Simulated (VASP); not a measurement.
# TiC (Fm-3m) in VASP: single point with PBE

Aim: the single point of TiC with PBE.

Everything below comes from runs of VASP 6.6.1. Logs are shortened: lines on timing, memory, paths and dates and some standing lists are left out, and cuts for length are marked.

## Step 1: The cell of the first run

The structure is cubic, space group Fm-3m (No. 225). The conventional cell has a = 4.333 Å, b = 4.333 Å, c = 4.333 Å, α = 90.00°, β = 90.00°, γ = 90.00°. Within 2.9 Å of Ti (site symmetry m-3m) lie 6 C at 2.17 Å. Within 2.9 Å of C (site symmetry m-3m) lie 6 Ti at 2.17 Å.

## Step 2: Single point, PBE

Input file INCAR:

```
SYSTEM = TiC
ALGO = Normal
EDIFF = 1E-7
ENCUT = 520
GGA = PE
ISIF = 2
ISMEAR = 0
ISYM = 0
LASPH = .True.
LCHARG = .False.
LREAL = .False.
LWAVE = .False.
NBANDS = 15
NELM = 100
PREC = Accurate
SIGMA = 0.1
```

Input file KPOINTS:

```
k-points
0
Gamma
  11 11 16
  0 0 0
```

Input file POSCAR:

```
TiC
1.0
    3.0637674445      0.0000000000      0.0000000000
    0.0000000000      3.0637674445      0.0000000000
    1.5318837222      1.5318837222      2.1664107360
Ti C
1 1
Direct
    0.0000000000      0.0000000000      0.0000000000
    0.5000000000      0.5000000000      0.0000000000
```

Potentials or basis: VASP PAW PBE potentials, release 64 (Ti_sv, C).

Launch:

```bash
$ cat potpaw_PBE.64/Ti_sv/POTCAR potpaw_PBE.64/C/POTCAR > POTCAR
$ mpirun -np 1 vasp_std > vasp.out
```

OUTCAR:

```text
SYSTEM = TiC
   EDIFF = 1E-7
   ENCUT = 520
   GGA = PE
   ISIF = 2
   ISMEAR = 0
   ISYM = 0
   LASPH = .True.
   LREAL = .False.
   NELM = 100
   PREC = Accurate

 ion  position               nearest neighbor table
   1  0.000  0.000  0.000-   2 2.17   2 2.17   2 2.17   2 2.17   2 2.17   2 2.17
   2  0.500  0.500  0.000-   1 2.17   1 2.17   1 2.17   1 2.17   1 2.17   1 2.17

IMPORTANT INFORMATION: All symmetrisations will be switched off!
NOSYMM: (Re-)initialisation of all symmetry stuff for point group C_1.

----------------------------------------------------------------------------------------

                                     Primitive cell

  volume of cell :      20.3354

  direct lattice vectors                    reciprocal lattice vectors
     3.063767444  0.000000000  0.000000000     0.326395530  0.000000000 -0.230796493
     0.000000000  3.063767444  0.000000000     0.000000000  0.326395530 -0.230796493
     1.531883722  1.531883722  2.166410736     0.000000000  0.000000000  0.461592986

  length of vectors
     3.063767444  3.063767444  3.063767444     0.399751252  0.399751252  0.461592986

  position of ions in fractional coordinates (direct lattice)
     0.000000000  0.000000000  0.000000000
     0.500000000  0.500000000  0.000000000

  ion indices of the primitive-cell ions
   primitive index   ion index
                 1           1
                 2           2

----------------------------------------------------------------------------------------

 KPOINTS: k-points

Automatic generation of k-mesh.
 Grid dimensions read from file:
 generate k-points for:   11   11   16

 Generating k-lattice:

  Cartesian coordinates                     Fractional coordinates (reciprocal lattice)
     0.029672321  0.000000000 -0.020981499     0.090909091  0.000000000 -0.000000000
     0.000000000  0.029672321 -0.020981499     0.000000000  0.090909091 -0.000000000
     0.000000000  0.000000000  0.028849562     0.000000000  0.000000000  0.062500000

  Length of vectors
     0.036341023  0.036341023  0.028849562

  Shift w.r.t. Gamma in fractional coordinates (k-lattice)
     0.000000000  0.000000000  0.000000000

 -----------------------------------------------------------------------------
|                                                                             |
|           W    W    AA    RRRRR   N    N  II  N    N   GGGG   !!!           |
|           W    W   A  A   R    R  NN   N  II  NN   N  G    G  !!!           |
|           W    W  A    A  R    R  N N  N  II  N N  N  G       !!!           |
|           W WW W  AAAAAA  RRRRR   N  N N  II  N  N N  G  GGG   !            |
|           WW  WW  A    A  R   R   N   NN  II  N   NN  G    G                |
|           W    W  A    A  R    R  N    N  II  N    N   GGGG   !!!           |
|                                                                             |
|     Your reciprocal lattice and k-lattice belong to different lattice       |
|     classes:                                                                |
|                                                                             |
|        The reciprocal lattice is body-centered cubic,                       |
|        whereas your k-lattice is base-centered monoclinic.                  |
|                                                                             |
|     Results are often still useful ...                                      |
|                                                                             |
 -----------------------------------------------------------------------------

 WARNING: IBZKPT: internal override: KBLOWUP is changed to .FALSE.
      ... skipping the blow-up phase ...

 Subroutine IBZKPT returns following result:
 ===========================================

 Found    969 irreducible k-points:

 Following reciprocal coordinates:
            Coordinates               Weight
  0.000000  0.000000  0.000000      1.000000
  0.090909  0.000000  0.000000      2.000000
  0.181818  0.000000  0.000000      2.000000
  0.272727  0.000000  0.000000      2.000000
  0.363636  0.000000  0.000000      2.000000
  0.454545  0.000000  0.000000      2.000000
[... 16 lines left out ...]
  0.454545  0.181818  0.000000      2.000000
 -0.454545  0.181818 -0.000000      2.000000
 [... further k-points ...]
   k-points           NKPTS =    969   k-points in BZ     NKDIM =    969   number of bands    NBANDS=     15
   number of dos      NEDOS =    301   number of ions     NIONS =      2
   total plane-waves  NPLWV =  13824
   dimension x,y,z NGX =    24 NGY =   24 NGZ =   24
   dimension x,y,z NGXF=    48 NGYF=   48 NGZF=   48
   ions per type =               1   1
   NGX,Y,Z   is equivalent  to a cutoff of  13.02, 13.02, 13.02 a.u.
   NGXF,Y,Z  is equivalent  to a cutoff of  26.05, 26.05, 26.05 a.u.
 SYSTEM =  TiC
   PREC   = accura    normal or accurate (medium, high low for compatibility)
   ISTART =      0    job   : 0-new  1-cont  2-samecut
   ICHARG =      2    charge: 1-file 2-atom 10-const
   ISPIN  =      1    spin polarized calculation?
   LNONCOLLINEAR =      F non collinear calculations
   LSORBIT =      F    spin-orbit coupling
   LASPH  =      T    aspherical Exc in radial PAW
   ENCUT  =  520.0 eV  38.22 Ry    6.18 a.u.   5.70  5.70  5.70*2*pi/ulx,y,z
   NELM   =    100;   NELMIN=  2; NELMDL= -5     # of ELM steps
   EDIFF  = 0.1E-06   stopping-criterion for ELM
   LREAL  =      F    real-space projection
   EDIFFG = 0.1E-05   stopping-criterion for IOM
   NSW    =      0    number of steps for IOM
   IBRION =     -1    ionic relax: 0-MD 1-quasi-New 2-CG
   NFREE  =      0    steps in history (QN), initial steepest desc. (CG)
   ISIF   =      2    stress and relaxation
   ISYM   =      0    0-nonsym 1-usesym 2-fastsym
   POTIM  = 0.5000    time-step for ionic-motion
   TEBEG  =    0.0;   TEEND  =   0.0 temperature during run
   PSTRESS=    0.0 pullay stress
   NELECT =      16.0000    total number of electrons
   NUPDOWN=      -1.0000    fix difference up-down
   EMIN   =  10.00;   EMAX   =-10.00  energy-range for DOS
   EFERMI =   0.00;   METHOD = LEGACY
   ISMEAR =     0;   SIGMA  =   0.10  broadening in eV -4-tet -1-fermi 0-gaus
   EFERMI_NEDOS =   21; number of points for ismear=-14 and -15
   IALGO  =     38    algorithm
   IMIX   =      4    mixing-type and parameters
     AMIX     =   0.40;   BMIX     =  1.00
     AMIX_MAG =   1.60;   BMIX_MAG =  1.00
  volume/ion in A,a.u.               =      10.17        68.61
  Fermi-wavevector in a.u.,A,eV,Ry     =   1.511346  2.856031 31.077993  2.284168
  Thomas-Fermi vector in A             =   2.621416
   LORBIT       =      0    0 simple, 1 ext, 2 COOP (PROOUT), +10 PAW based schemes
   GGA     = PE    functional components
   LHFCALC =     F    Hartree Fock is set to
   AEXX    =    0.0000 exact exchange contribution
   IVDW    =     0    specifies the selected vdW correction
   LEPSILON=     F    determine dielectric tensor
   LRPA    =     F    only Hartree local field effects (RPA)
 non-spin polarized calculation
 Gauss-broadening in eV      SIGMA  =   0.10
  energy-cutoff  :      520.00
  volume of cell :       20.34
 maximum number of plane-waves:       560
   NGX = 11   NGY = 11   NGZ = 11

 number of electron      16.0000000 magnetization

 Free energy of the ion-electron system (eV)
  ---------------------------------------------------
  ext. energy  EPLUGINS =         0.00000000
  ---------------------------------------------------
  free energy    TOTEN  =       -18.71001531 eV

  energy without entropy =      -18.70866772  energy(sigma->0) =      -18.70934152

 E-fermi :   9.4463     XC(G=0): -12.6931

 val. band max:        9.4455296560   @ k =   0.0909   0.0909   0.0625
 cond. band min:       9.4653240955   @ k =   0.0909   0.0909   0.1250
 fundamental gap:      0.0197944395
 Fermi energy:         9.4462899417

 k-point     1 :       0.0000    0.0000    0.0000
  band No.  band energies     occupation
      1     -47.1917      2.00000
      2     -23.2169      2.00000
      3     -23.2159      2.00000
      4     -23.2158      2.00000
      5      -2.9914      2.00000
      6      10.0934      0.00000
      7      10.0936      0.00000
      8      10.0940      0.00000
      9      11.0767      0.00000
     10      11.0768      0.00000
     11      11.0774      0.00000
     12      11.1108      0.00000
     13      11.1115      0.00000
     14      19.8692      0.00000
     15      23.4297      0.00000

 k-point     2 :       0.0909    0.0000    0.0000
  band No.  band energies     occupation
      1     -47.1859      2.00000
      2     -23.2566      2.00000
      3     -23.2206      2.00000
      4     -23.2197      2.00000
      5      -2.8055      2.00000
      6       9.2801      1.98125
      7       9.5558      0.12148
      8       9.5560      0.12089
      9      10.4181      0.00000
     10      10.4183      0.00000
     11      11.4706      0.00000
     12      12.5774      0.00000
     13      12.5778      0.00000
     14      20.1916      0.00000
     15      23.4846      0.00000

 k-point     3 :       0.1818    0.0000    0.0000
  band No.  band energies     occupation
      1     -47.1706      2.00000
      2     -23.3643      2.00000
      3     -23.2308      2.00000
      4     -23.2299      2.00000
      5      -2.2724      2.00000
      6       7.8418      2.00000
      7       8.4230      2.00000
      8       8.4233      2.00000
      9      10.7609      0.00000
     10      10.7611      0.00000
     11      11.9049      0.00000
     12      14.1239      0.00000
     13      14.1243      0.00000
     14      20.7172      0.00000
     15      23.4564      0.00000
[... 343 lines left out ...]
 k-point    23 :       0.4545    0.1818    0.0000
  band No.  band energies     occupation
      1     -47.1103      2.00000
      2     -23.6552      2.00000
      3     -23.3595      2.00000
      4     -23.2939      2.00000
      5       0.2248      2.00000
      6       4.3115      2.00000
      7       6.4150      2.00000
      8       6.8946      2.00000
      9      11.8133      0.00000
     10      12.3580      0.00000
     11      13.2548      0.00000
     12      16.1476      0.00000
     13      16.4773      0.00000
     14      19.7971      0.00000
     15      23.7272      0.00000

 k-point    24 :      -0.4545    0.1818   -0.0000
  band No.  band energies     occupation
      1     -47.1165      2.00000
      2     -23.6230      2.00000
      3     -23.3333      2.00000
      4     -23.3028      2.00000
      5      -0.2186      2.00000
      6       4.7873      2.00000
      7       6.5937      2.00000
      8       7.3005      2.00000
      9      11.0932      0.00000
     10      12.4478      0.00000
     11      13.2459      0.00000
     12      15.4407      0.00000
     13      16.4932      0.00000
     14      20.4724      0.00000
     15      24.1083      0.00000

 [... further k-points ...]

------------------------ aborting loop because EDIFF is reached ----------------------------------------

  FORCE on cell =-STRESS in cart. coord.  units (eV):
  Direction    XX          YY          ZZ          XY          YZ          ZX
  --------------------------------------------------------------------------------------
  -------------------------------------------------------------------------------------
  Total        0.0362876      0.0362870      0.0192510     -0.0058611      0.0000144      0.0000150
  in kB        2.8590169      2.8589670      1.5167386     -0.4617785      0.0011348      0.0011796
  external PRESSURE =       2.4115742 kB  Pullay stress =       0.0000000 kB

 VOLUME and BASIS-vectors are now :
 -----------------------------------------------------------------------------
  energy-cutoff  :      520.00
  volume of cell :       20.34
      direct lattice vectors                 reciprocal lattice vectors
     3.063767444  0.000000000  0.000000000     0.326395530  0.000000000 -0.230796493
     0.000000000  3.063767444  0.000000000     0.000000000  0.326395530 -0.230796493
     1.531883722  1.531883722  2.166410736     0.000000000  0.000000000  0.461592986

 POSITION                                       TOTAL-FORCE (eV/Angst)
 -----------------------------------------------------------------------------------
      0.00000      0.00000      0.00000        -0.000000      0.000000     -0.000000
      1.53188      1.53188      0.00000         0.000000     -0.000000      0.000000
 -----------------------------------------------------------------------------------
    total drift:                               -0.000000      0.000000     -0.000000

  FREE ENERGIE OF THE ION-ELECTRON SYSTEM (eV)
  ---------------------------------------------------
  free  energy   TOTEN  =       -18.7100153135 eV

  energy  without entropy=      -18.7086677221  energy(sigma->0) =      -18.70934152
```

Run time: 7.5 min. Hardware: 1 thread of Intel Xeon 8259CL, shared host; peak memory 0.4 GiB.

Results:

* Free energy: -18.7100 eV
* Pressure: 0.2 GPa
* Band gap on the k mesh: zero (bands 8 and 9 overlap by 1.10 eV)
